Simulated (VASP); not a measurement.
# Au (P6_3/mmc) in VASP: notebook

The runs below take Au through single point, relaxation of shape and atoms at fixed volume, with PBEsol.

Everything below comes from runs of VASP 6.6.1. Logs are shortened: lines on timing, memory, paths and dates and some standing lists are left out, and cuts for length are marked.

**1. The cell of the first run**

Symmetry: P6_3/mmc, No. 194, hexagonal system. Conventional cell: a = 2.810 Å, b = 2.810 Å, c = 4.682 Å, α = 90.00°, β = 90.00°, γ = 120.00°. Within 3.7 Å of Au (site symmetry -6m2) lie 12 Au at 2.81 to 2.85 Å.

This isn't the form of Au at room conditions, which is fcc.

**2. Single point, PBEsol (16.01 Å³/atom)**

The input, INCAR:

```
ALGO = Fast
EDIFF = 1E-7
ENCUT = 520
GGA = PS
ISIF = 2
ISMEAR = 0
LASPH = True
LCHARG = True
LELF = True
LREAL = False
LVHAR = True
LWAVE = False
NBANDS = 18
NELM = 60
PREC = Accurate
SIGMA = 0.1
```

The input, KPOINTS:

```
k-points
0
Gamma
  18 18 10
```

The input, POSCAR:

```
Au
1.0
    2.8099934764      0.0000000000      0.0000000000
   -1.4049967382      2.4335257351      0.0000000000
    0.0000000000      0.0000000000      4.6817911359
Au
2
Direct
    0.3333333333      0.6666666667      0.7500000000
    0.6666666667      0.3333333333      0.2500000000
```

Potentials or basis: VASP PAW PBE potentials, release 64 (Au).

On the command line:

```console
cat potpaw_PBE.64/Au/POTCAR > POTCAR
mpirun -np 1 vasp_std > vasp.out
```

OUTCAR:

```text
EDIFF = 1E-7
   ENCUT = 520
   GGA = PS
   ISIF = 2
   ISMEAR = 0
   LASPH = True
   LREAL = False
   NELM = 60
   PREC = Accurate

 ion  position               nearest neighbor table
   1  0.333  0.667  0.750-   2 2.85   2 2.85   2 2.85   2 2.85   2 2.85   2 2.85
   2  0.667  0.333  0.250-   1 2.85   1 2.85   1 2.85   1 2.85   1 2.85   1 2.85

  LATTYP: Found a hexagonal cell.
 ALAT       =     2.8099934764
 C/A-ratio  =     1.6661217100

  Lattice vectors:

 A1 = (   2.8099934764,   0.0000000000,   0.0000000000)
 A2 = (  -1.4049967382,   2.4335257351,   0.0000000000)
 A3 = (   0.0000000000,   0.0000000000,   4.6817911359)

Analysis of symmetry for initial positions (statically):
=====================================================================
 Subroutine PRICEL returns:
 Original cell was already a primitive cell.

 Routine SETGRP: Setting up the symmetry group for a
 hexagonal supercell.

 Subroutine GETGRP returns: Found 24 space group operations
 (whereof 12 operations were pure point group operations)
 out of a pool of 24 trial point group operations.

The static configuration has the point symmetry D_3d.
 The point group associated with its full space group is D_6h.

Analysis of symmetry for dynamics (positions and initial velocities):
=====================================================================
 Subroutine PRICEL returns:
 Original cell was already a primitive cell.

 Routine SETGRP: Setting up the symmetry group for a
 hexagonal supercell.

 Subroutine GETGRP returns: Found 24 space group operations
 (whereof 12 operations were pure point group operations)
 out of a pool of 24 trial point group operations.

The dynamic configuration has the point symmetry D_3d.
 The point group associated with its full space group is D_6h.

 Subroutine INISYM returns: Found 24 space group operations
 (whereof 12 operations are pure point group operations),
 and found     1 'primitive' translations

----------------------------------------------------------------------------------------

                                     Primitive cell

  volume of cell :      32.0150

  direct lattice vectors                    reciprocal lattice vectors
     2.809993476  0.000000000  0.000000000     0.355872712  0.205463206  0.000000000
    -1.404996738  2.433525735  0.000000000     0.000000000  0.410926412  0.000000000
     0.000000000  0.000000000  4.681791136     0.000000000  0.000000000  0.213593467

  length of vectors
     2.809993476  2.809993476  4.681791136     0.410926412  0.410926412  0.213593467

  position of ions in fractional coordinates (direct lattice)
     0.333333333  0.666666667  0.750000000
     0.666666667  0.333333333  0.250000000

  ion indices of the primitive-cell ions
   primitive index   ion index
                 1           1
                 2           2

----------------------------------------------------------------------------------------

 KPOINTS: k-points

Automatic generation of k-mesh.
 Grid dimensions read from file:
 generate k-points for:   18   18   10

 Generating k-lattice:

  Cartesian coordinates                     Fractional coordinates (reciprocal lattice)
     0.019770706  0.011414623  0.000000000     0.055555556 -0.000000000  0.000000000
     0.000000000  0.022829245  0.000000000     0.000000000  0.055555556  0.000000000
     0.000000000  0.000000000  0.021359347     0.000000000  0.000000000  0.100000000

  Length of vectors
     0.022829245  0.022829245  0.021359347

  Shift w.r.t. Gamma in fractional coordinates (k-lattice)
     0.000000000  0.000000000  0.000000000

 Subroutine IBZKPT returns following result:
 ===========================================

 Found    222 irreducible k-points:

 Following reciprocal coordinates:
            Coordinates               Weight
  0.000000  0.000000  0.000000      1.000000
  0.055556  0.000000  0.000000      6.000000
  0.111111  0.000000  0.000000      6.000000
  0.166667 -0.000000  0.000000      6.000000
  0.222222 -0.000000  0.000000      6.000000
  0.277778 -0.000000  0.000000      6.000000
[... 16 lines left out ...]
  0.333333  0.111111  0.000000     12.000000
  0.388889  0.111111  0.000000     12.000000
 [... further k-points ...]
   k-points           NKPTS =    222   k-points in BZ     NKDIM =    222   number of bands    NBANDS=     18
   number of dos      NEDOS =    301   number of ions     NIONS =      2
   total plane-waves  NPLWV =  20736
   dimension x,y,z NGX =    24 NGY =   24 NGZ =   36
   dimension x,y,z NGXF=    48 NGYF=   48 NGZF=   72
   ions per type =               2
   NGX,Y,Z   is equivalent  to a cutoff of  14.20, 14.20, 12.78 a.u.
   NGXF,Y,Z  is equivalent  to a cutoff of  28.40, 28.40, 25.57 a.u.
 SYSTEM =  unknown system
   PREC   = accura    normal or accurate (medium, high low for compatibility)
   ISTART =      0    job   : 0-new  1-cont  2-samecut
   ICHARG =      2    charge: 1-file 2-atom 10-const
   ISPIN  =      1    spin polarized calculation?
   LNONCOLLINEAR =      F non collinear calculations
   LSORBIT =      F    spin-orbit coupling
   LASPH  =      T    aspherical Exc in radial PAW
   ENCUT  =  520.0 eV  38.22 Ry    6.18 a.u.   5.22  5.22  8.71*2*pi/ulx,y,z
   NELM   =     60;   NELMIN=  2; NELMDL= -5     # of ELM steps
   EDIFF  = 0.1E-06   stopping-criterion for ELM
   LREAL  =      F    real-space projection
   EDIFFG = 0.1E-05   stopping-criterion for IOM
   NSW    =      0    number of steps for IOM
   IBRION =     -1    ionic relax: 0-MD 1-quasi-New 2-CG
   NFREE  =      0    steps in history (QN), initial steepest desc. (CG)
   ISIF   =      2    stress and relaxation
   ISYM   =      2    0-nonsym 1-usesym 2-fastsym
   POTIM  = 0.5000    time-step for ionic-motion
   TEBEG  =    0.0;   TEEND  =   0.0 temperature during run
   PSTRESS=    0.0 pullay stress
   NELECT =      22.0000    total number of electrons
   NUPDOWN=      -1.0000    fix difference up-down
   EMIN   =  10.00;   EMAX   =-10.00  energy-range for DOS
   EFERMI =   0.00;   METHOD = LEGACY
   ISMEAR =     0;   SIGMA  =   0.10  broadening in eV -4-tet -1-fermi 0-gaus
   EFERMI_NEDOS =   21; number of points for ismear=-14 and -15
   IALGO  =     68    algorithm
   IMIX   =      4    mixing-type and parameters
     AMIX     =   0.40;   BMIX     =  1.00
     AMIX_MAG =   1.60;   BMIX_MAG =  1.00
  volume/ion in A,a.u.               =      16.01       108.02
  Fermi-wavevector in a.u.,A,eV,Ry     =   1.444657  2.730005 28.395804  2.087033
  Thomas-Fermi vector in A             =   2.562927
   LORBIT       =      0    0 simple, 1 ext, 2 COOP (PROOUT), +10 PAW based schemes
   GGA     = PS    functional components
   LHFCALC =     F    Hartree Fock is set to
   AEXX    =    0.0000 exact exchange contribution
   IVDW    =     0    specifies the selected vdW correction
   LEPSILON=     F    determine dielectric tensor
   LRPA    =     F    only Hartree local field effects (RPA)
 non-spin polarized calculation
 RMM-DIIS sequential band-by-band and
 Gauss-broadening in eV      SIGMA  =   0.10
  energy-cutoff  :      520.00
  volume of cell :       32.01
 maximum number of plane-waves:       881
 NGX is ok and might be reduce to    24
   NGX = 11   NGY = 11   NGZ = 17

 number of electron      21.9999999 magnetization

 Free energy of the ion-electron system (eV)
  ---------------------------------------------------
  ext. energy  EPLUGINS =         0.00000000
  ---------------------------------------------------
  free energy    TOTEN  =        -7.75635408 eV

  energy without entropy =       -7.75176167  energy(sigma->0) =       -7.75405787

 E-fermi :  10.3147     XC(G=0): -13.2590

 val. band max:       10.2752439248   @ k =   0.3889   0.1111   0.0000
 cond. band min:      10.3193236167   @ k =   0.1111   0.1111   0.2000
 fundamental gap:      0.0440796918
 Fermi energy:        10.3146578722

 k-point     1 :       0.0000    0.0000    0.0000
  band No.  band energies     occupation
      1      -0.2470      2.00000
      2       2.3563      2.00000
      3       5.1708      2.00000
      4       5.4362      2.00000
      5       5.4362      2.00000
      6       5.8011      2.00000
[... 10 lines left out ...]
     17      29.3746      0.00000
     18      29.3746      0.00000

 k-point     2 :       0.0556    0.0000    0.0000
  band No.  band energies     occupation
      1      -0.1434      2.00000
      2       2.4435      2.00000
      3       5.1163      2.00000
      4       5.4810      2.00000
      5       5.5086      2.00000
      6       5.7605      2.00000
[... 10 lines left out ...]
     17      28.7723      0.00000
     18      28.7979      0.00000

 k-point     3 :       0.1111    0.0000    0.0000
  band No.  band energies     occupation
      1       0.1604      2.00000
      2       2.6885      2.00000
      3       4.9736      2.00000
      4       5.5614      2.00000
      5       5.7075      2.00000
      6       5.7218      2.00000
[... 10 lines left out ...]
     17      27.6102      0.00000
     18      28.5097      0.00000

 k-point     4 :       0.1667   -0.0000    0.0000
  band No.  band energies     occupation
      1       0.6414      2.00000
      2       3.0280      2.00000
      3       4.8130      2.00000
      4       5.4397      2.00000
      5       5.5745      2.00000
      6       5.9246      2.00000
[... 375 lines left out ...]
      4       4.9009      2.00000
      5       5.3784      2.00000
      6       5.5436      2.00000
[... 10 lines left out ...]
     17      24.4831      0.00000
     18      26.3767      0.00000

 k-point    23 :       0.3333    0.1111    0.0000
  band No.  band energies     occupation
      1       3.0525      2.00000
      2       3.3316      2.00000
      3       3.7299      2.00000
      4       5.3070      2.00000
      5       5.3205      2.00000
      6       5.8077      2.00000
[... 10 lines left out ...]
     17      23.6607      0.00000
     18      25.6471      0.00000

 k-point    24 :       0.3889    0.1111    0.0000
  band No.  band energies     occupation
      1       3.1680      2.00000
      2       3.2276      2.00000
      3       3.5597      2.00000
      4       5.3115      2.00000
      5       5.6619      2.00000
      6       5.7083      2.00000
[... 10 lines left out ...]
     17      22.9325      0.00000
     18      25.1886      0.00000

 [... further k-points ...]
[... 5 lines left out ...]
  --------------------------------------------------------------------------------------
  -------------------------------------------------------------------------------------
  Total        2.4708259      2.4708259      2.4584630      0.0000000      0.0000000     -0.0000000
  in kB      123.6515139    123.6515139    123.0328174      0.0000000      0.0000000     -0.0000000
  external PRESSURE =     123.4452817 kB  Pullay stress =       0.0000000 kB

 VOLUME and BASIS-vectors are now :
 -----------------------------------------------------------------------------
  energy-cutoff  :      520.00
  volume of cell :       32.01
      direct lattice vectors                 reciprocal lattice vectors
     2.809993476  0.000000000  0.000000000     0.355872712  0.205463206  0.000000000
    -1.404996738  2.433525735  0.000000000     0.000000000  0.410926412  0.000000000
     0.000000000  0.000000000  4.681791136     0.000000000  0.000000000  0.213593467

 POSITION                                       TOTAL-FORCE (eV/Angst)
 -----------------------------------------------------------------------------------
     -0.00000      1.62235      3.51134        -0.000000      0.000000      0.000000
      1.40500      0.81118      1.17045         0.000000      0.000000      0.000000
 -----------------------------------------------------------------------------------
    total drift:                                0.000000     -0.000000      0.000000

  FREE ENERGIE OF THE ION-ELECTRON SYSTEM (eV)
  ---------------------------------------------------
  free  energy   TOTEN  =        -7.7563540751 eV

  energy  without entropy=       -7.7517616698  energy(sigma->0) =       -7.75405787
```

Run time: 63 s. Hardware: 1 thread of Intel Xeon Platinum 8488C (Sapphire Rapids), shared host; peak memory 0.23 GiB.

What came out:

```
Free energy            : -7.7564 eV
Pressure               : 12.3 GPa
Band gap on the k mesh : zero (bands 11 and 12 overlap by 7.38 eV)
```

Caveat: the cell stands under pressure; the PAW data sets were made with another functional, which shifts forces and pressure a little; spin-orbit coupling is left out, which moves the levels of the heavy elements.

**3. Single point, PBEsol (16.52 Å³/atom)**

This run uses another cell than the first one, of 16.52 Å³/atom.

The input, INCAR:

```
SYSTEM = Au
PREC     = Accurate       ! precision mode
ENCUT    = 520            ! plane-wave cutoff, eV
EDIFF    = 1E-7           ! SCF threshold, eV
ISMEAR   = 0              ! smearing method
SIGMA    = 0.1            ! smearing width, eV
LREAL    = .FALSE.        ! projectors in reciprocal space
LASPH    = .TRUE.         ! aspherical terms in the spheres
NELM     = 100            ! most SCF steps
ALGO     = Normal         ! electronic algorithm
ISIF     = 2              ! what is computed and relaxed
LWAVE    = .FALSE.        ! write WAVECAR
LCHARG   = .FALSE.        ! write CHGCAR
GGA      = PS             ! functional
NBANDS   = 18             ! bands
```

The input, KPOINTS:

```
regular mesh
0
G
  18 18 10
  0 0 0
```

The input, POSCAR:

```
Au
1.0
    2.8381644014      0.0000000000      0.0000000000
   -1.4190822007      2.4579224717      0.0000000000
    0.0000000000      0.0000000000      4.7357791604
Au
2
Direct
    0.3333333333      0.6666666667      0.7500000000
    0.6666666667      0.3333333333      0.2500000000
```

Potentials or basis: VASP PAW PBE potentials, release 64 (Au).

On the command line:

```console
cat potpaw_PBE.64/Au/POTCAR > POTCAR
mpirun -np 1 vasp_std > vasp.out
```

It took 50 s on 1 thread of Intel Xeon Platinum 8488C (Sapphire Rapids), shared host; peak memory 0.24 GiB.

The run converged. Its results:

* Free energy: -7.8130 eV
* Pressure: 5.4 GPa
* Band gap on the k mesh: zero (bands 11 and 12 overlap by 7.14 eV)

Stress tensor (GPa, compression positive):
```
5.42 0.00 0.00
0.00 5.42 0.00
0.00 0.00 5.32
```

Levels at points of the mesh, in eV from the Fermi level:
| k point | band 9 | band 10 | band 11 | band 12 | band 13 | band 14 |
| --- | --- | --- | --- | --- | --- | --- |
| (0.00, 0.00, 0.00) | -3.65 | -2.17 | -2.17 | -1.28 | 2.95 | 14.54 |
| (0.50, 0.00, 0.00) | -1.85 | -1.65 | 0.39 | 1.66 | 5.89 | 7.45 |
| (0.00, 0.00, 0.50) | -2.66 | -2.66 | -2.66 | -2.66 | 11.00 | 11.00 |
| (0.50, 0.00, 0.50) | -1.73 | -1.73 | 0.38 | 0.38 | 4.16 | 4.16 |

Caveat: the cell stands under pressure; the PAW data sets were made with another functional, which shifts forces and pressure a little; spin-orbit coupling is left out, which moves the levels of the heavy elements.

**4. Relaxation of shape and atoms at fixed volume, PBEsol (14.99 Å³/atom)**

This run uses another cell than the first one, of 14.99 Å³/atom.

The input, INCAR:

```
SYSTEM = Au
PREC = Accurate
ENCUT = 600
EDIFF = 1E-6
ISMEAR = 0
SIGMA = 0.1
LREAL = .FALSE.
LASPH = .TRUE.
NELM = 60
ALGO = Fast
ISIF = 4
LWAVE = .FALSE.
LCHARG = .FALSE.
GGA = PS
IBRION = 2
NSW = 50
EDIFFG = -0.01
```

The input, KPOINTS:

```
Automatic mesh
0
G
  18 18 10
  0 0 0
```

The input, POSCAR:

```
Au
1.0
    2.7488871925      0.0000000000      0.0000000000
   -1.3744435962      2.3806061409      0.0000000000
    0.0000000000      0.0000000000      4.5799806297
Au
2
Direct
    0.3333333333      0.6666666667      0.7500000000
    0.6666666667      0.3333333333      0.2500000000
```

On the command line:

```console
cat potpaw_PBE.64/Au/POTCAR > POTCAR
mpirun -np 1 vasp_std > vasp.out
```

Wall time 76 s (1 thread of Intel Xeon Platinum 8488C (Sapphire Rapids), shared host); peak memory 0.24 GiB.

Results (log left out):

| Item | Value |
| --- | --- |
| Free energy | -7.4838 eV |
| Energy gained by relaxing | 0.0 meV/atom |
| Ionic steps | 2 |
| Pressure after relaxing | 31.5 GPa |
| Band gap on the k mesh | zero (bands 11 and 12 overlap by 7.82 eV) |

Final structure:
```
Au
1.0
     2.75008    0.00000    0.00000
    -1.37504    2.38164    0.00000
     0.00000    0.00000    4.57599
Au
2
Direct
  0.33333 0.66667 0.75000
  0.66667 0.33333 0.25000
```

Levels at points of the mesh, in eV from the Fermi level:
| k point | band 9 | band 10 | band 11 | band 12 | band 13 | band 14 |
| --- | --- | --- | --- | --- | --- | --- |
| (0.00, 0.00, 0.00) | -4.10 | -2.33 | -2.33 | -1.80 | 3.50 | 14.33 |
| (0.50, 0.00, 0.00) | -1.96 | -1.71 | 0.39 | 1.87 | 6.17 | 7.82 |
| (0.00, 0.00, 0.50) | -2.90 | -2.90 | -2.90 | -2.90 | 11.67 | 11.67 |
| (0.50, 0.00, 0.50) | -1.81 | -1.81 | 0.15 | 0.15 | 4.71 | 4.71 |

Caveat: the PAW data sets were made with another functional, which shifts forces and pressure a little; spin-orbit coupling is left out, which moves the levels of the heavy elements.

**5. The runs side by side**

```csv
task,cell,cutoff (eV),gap on the mesh (eV),pressure (GPa)
single point,"a = 2.810, b = 2.810, c = 4.682 Å, angles 90.0, 90.0, 120.0°, 2 atoms",520,none,12.3
single point,"a = 2.838, b = 2.838, c = 4.736 Å, angles 90.0, 90.0, 120.0°, 2 atoms",520,none,5.4
relaxation of shape and atoms at fixed volume,"relaxed from a = 2.749, b = 2.749, c = 4.580 Å, angles 90.0, 90.0, 120.0°, 2 atoms",600,none,31.5
```

Alike in all rows: level PBEsol; potentials or basis VASP PAW PBE potentials, release 64 (Au); no spin polarisation; k mesh 18 × 18 × 10; smearing gaussian 0.1 eV.

Caveats: the PAW data sets were made with another functional, which shifts forces and pressure a little; spin-orbit coupling is left out, which moves the levels of the heavy elements; the cell stands under pressure (at least some runs).

Total energies depend on the potentials used, so only differences within one code and one set of settings carry meaning.
